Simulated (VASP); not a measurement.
Runs of VASP 6.6.1 on Pb. The structure is that of space group Fm-3m (No. 225), or close to it. The cells are those of the table. 

```csv
task,level,potentials or basis,cell,k mesh,cutoff (eV),smearing,gap on the mesh (eV),pressure (GPa)
single point,PBEsol,"VASP PAW PBE potentials, release 64 (Pb_d)","a = 3.486 Å, angles 60.0°, 1 atom",9 × 9 × 9,520,fermi-dirac 0.05 eV,none,(a)
single point,PBE,"VASP PAW PBE potentials, release 64 (Pb_d)","a = 3.500 Å, angles 60.0°, 1 atom",4 × 4 × 4,520,fermi-dirac 0.02 eV,none,1.8
single point,revPBE,"VASP PAW PBE potentials, release 64 (Pb_d)","a = 3.500 Å, angles 60.0°, 1 atom",5 × 5 × 5,520,fermi-dirac 0.05 eV,none,3.0
single point,LDA,"VASP PAW LDA potentials, release 64 (Pb_d)","a = 3.477 Å, angles 60.0°, 1 atom",9 × 9 × 9,520,fermi-dirac 0.05 eV,none,-1.2
single point,r2SCAN+rVV10,"VASP PAW PBE potentials, release 64 (Pb_d)","a = 3.546 Å, angles 60.0°, 1 atom",9 × 9 × 9,520,fermi-dirac 0.05 eV,none,-1.6
relaxation of cell and atoms,RPBE+D4,"VASP PAW PBE potentials, release 64 (Pb_d)","relaxed from a = 3.500 Å, angles 60.0°, 1 atom",9 × 9 × 9,600,fermi-dirac 0.05 eV,none,0.0
single point,SVWN5,"VASP PAW PBE potentials, release 64 (Pb_d)","a = 3.523 Å, angles 60.0°, 1 atom",9 × 9 × 9,520,fermi-dirac 0.05 eV,none,-3.1
single point,LDA,"VASP PAW LDA potentials, release 64 (Pb_d)","a = 3.500 Å, angles 60.0°, 1 atom",9 × 9 × 9,520,fermi-dirac 0.05 eV,none,(b)
single point,PBE,"VASP PAW PBE potentials, release 64 (Pb_d)","a = 3.500 Å, angles 60.0°, 1 atom",9 × 9 × 9,520,fermi-dirac 0.025 eV,none,2.2
single point,RPBE,"VASP PAW PBE potentials, release 64 (Pb_d)","a = 3.605 Å, angles 60.0°, 1 atom",9 × 9 × 9,520,fermi-dirac 0.05 eV,none,0.0
single point,PBE+D4,"VASP PAW PBE potentials, release 64 (Pb_d)","a = 3.477 Å, angles 60.0°, 1 atom",9 × 9 × 9,520,fermi-dirac 0.05 eV,none,(c)
```

Alike in all rows: no spin polarisation.

Q: Fill in the values left out.

A: (a) -0.1; (b) -2.1; (c) 1.0.

Caveats: some runs use coarse meshes; spin-orbit coupling is left out, which moves the levels of the heavy elements; the PAW data sets were made with another functional, which shifts forces and pressure a little (some runs); pairwise dispersion overbinds metals, which lowers pressure and volume (some runs).

A k mesh can miss the band edges, and the runs leave out spin-orbit coupling on Pb.

A gap of «none» marks levels without a gap at the run's occupations.
